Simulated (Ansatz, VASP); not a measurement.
# One calculation of SnO, two programs

```
CELL_PARAMETERS angstrom
3.44956 0.00000 0.00000
0.00000 5.83402 0.00000
0.00000 0.00000 3.99368
ATOMIC_POSITIONS crystal
Sn 0.00000 0.23191 0.51314
Sn 0.50000 0.76809 0.01314
O 0.00000 0.89125 0.73686
O 0.50000 0.10875 0.23686
```

Alike in both runs: task single point; functional r2SCAN; k mesh 10 × 6 × 8; occupations gaussian, width 0.05 eV; no spin polarisation.

```csv
,VASP,Ansatz
version,VASP 6.6.1,Ansatz 0.2.0
potentials or method,"VASP PAW PBE potentials, release 64 (Sn_d, O), cutoff 520 eV","scalar-relativistic, plane waves, PAW"
valence electrons in the cell,40,40
```

VASP gave:

```
gap on the k mesh at the Fermi level (eV)                     : 1.72
least direct gap on the mesh (eV)                             : 2.61
pressure (GPa)                                                : -3.9
traceless stress, the component that is largest in VASP (GPa) : 1.82
rms of the force components (eV/Å)                            : 0.334
```

Q: What did Ansatz give for the same quantities?

A: gap on the k mesh at the Fermi level (eV): 1.73; least direct gap on the mesh (eV): 2.62; pressure (GPa): -4.3; traceless stress, the component that is largest in VASP (GPa): 1.99; rms of the force components (eV/Å): 0.382.

VASP's potentials were made for PBE, not for r2SCAN. Atom by atom the forces differ by 0.052 eV/Å (rms over components). With one functional, cell and mesh, what is left measures potentials, basis and numerics.
